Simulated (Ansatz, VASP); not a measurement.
## BaTiO3: VASP beside Ansatz

```
Ba Ti O
1.0
     3.95186    0.00000    0.00000
     0.00000    3.95186    0.00000
     0.00000    0.00000    3.95186
Ba Ti O
1 1 3
Direct
  0.50000 0.50000 0.50000
  0.00000 0.00000 0.00000
  0.50000 0.00000 0.00000
  0.00000 0.50000 0.00000
  0.00000 0.00000 0.50000
```

Change from the starting cell: volume scaled by 0.96, ions relaxed.

Alike in both runs: functional PBE; k mesh 8 × 8 × 8; occupations fermi-dirac, width 0.02 eV; no spin polarisation.

Ansatz relaxed the structure, and its values are those at the end. VASP's run is a single point on that final structure, the one shown.

|  | VASP | Ansatz |
| --- | --- | --- |
| version | VASP 6.6.1 | Ansatz 0.2.0 |
| potentials or method | VASP PAW PBE potentials, release 64 (Ba_sv, Ti_sv, O) | plane-wave PAW, scalar-relativistic |
| plane-wave cutoff (eV) | 520 | 420 |
| valence electrons in the cell | 40 | 40 |

|  | VASP | Ansatz | Ansatz less VASP |
| --- | --- | --- | --- |
| gap on the k mesh at the Fermi level (eV) | 1.82 | 1.89 | +0.073 |
| pressure (GPa) | 11.3 | 9.3 | -2.08 |

Ansatz's warnings: stress scf threshold loose.

Neither program's run includes spin-orbit coupling.
